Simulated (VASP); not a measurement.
A run of VASP 6.6.1:

File INCAR:

```
PREC     = Accurate       # precision mode
ENCUT    = 600            # plane-wave cutoff, eV
EDIFF    = 1E-7           # SCF threshold, eV
ISMEAR   = 0              # smearing method
SIGMA    = 0.1            # smearing width, eV
LREAL    = F              # projectors in reciprocal space
LASPH    = T              # aspherical terms in the spheres
NELM     = 60             # most SCF steps
ALGO     = Fast           # electronic algorithm
ISIF     = 3              # what is computed and relaxed
LWAVE    = F              # write WAVECAR
LCHARG   = F              # write CHGCAR
GGA      = PE             # functional
IBRION   = 2              # ionic algorithm
NSW      = 90             # ionic steps
EDIFFG   = -0.04          # ionic threshold
```

Contents of KPOINTS:

```
Automatic mesh
0
Gamma
  6 6 4
```

Contents of POSCAR:

```
BiH3Pb
1.0
    3.6839072800      0.0000000000      0.0000000000
   -1.8419536400      3.1903572900      0.0000000000
    0.0000000000      0.0000000000      6.0029001500
Bi H Pb
1 3 1
Direct
    0.0000000000      0.0000000000      0.5792162200
    0.5242389100      0.4757610900      0.6073962100
    0.5242389100      0.0484778100      0.6073962100
    0.9515221900      0.4757610900      0.6073962100
    0.0000000000      0.0000000000      0.1732608900
```

Potentials or basis: VASP PAW PBE potentials, release 64 (Bi_d, H, Pb_d).

The run is started by

```bash
$ cat potpaw_PBE.64/Bi_d/POTCAR potpaw_PBE.64/H/POTCAR potpaw_PBE.64/Pb_d/POTCAR > POTCAR
$ mpirun -np 1 vasp_std > vasp.out
```

Hardware: 1 thread of Oxide Virtual Turin-like Processor (shared host).

Task: How long does it take, and how much memory?

Result: Wall time 21 min on 1 thread of Oxide Virtual Turin-like Processor, with other jobs on the host, peak memory 0.21 GiB. Counts: scf iterations 448, k points 24, ion steps 28.
